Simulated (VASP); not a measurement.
C (a cell with a defect), 29 atoms in the cell. The cell holds a defect, 29 atoms: a = 6.526 Å, b = 6.526 Å, c = 9.367 Å, α = 69.61°, β = 69.61°, γ = 60.00°. 

| Quantity | Value |
| --- | --- |
| Program | VASP 6.6.1 |
| Task | single point |
| Functional | PBE |
| Potentials or basis | VASP PAW PBE potentials, release 64 (C) |
| Cutoff | 520 eV |
| k mesh | 4 × 4 × 4 |
| Occupations | gaussian, width 0.1 eV |
| Spin | no spin polarisation |
| Dipole correction | no |
| Further INCAR settings | LREAL = Auto; ALGO = Normal; EDIFF = 1e-07; NBANDS = 78 |

Potentials or basis: VASP PAW PBE potentials, release 64 (C).

The run is started by

```console
$ cat potpaw_PBE.64/C/POTCAR > POTCAR
$ mpirun -np 1 vasp_std > vasp.out
```

Hardware: 1 thread of Oxide Virtual Turin-like Processor, with other jobs on the host.

**Question.** How long does it take, and how much memory?

**Answer.** It took 31 min on 1 thread of Oxide Virtual Turin-like Processor, with other jobs on the host, peak memory 0.69 GiB. Counts: scf iterations 17, k points 36.
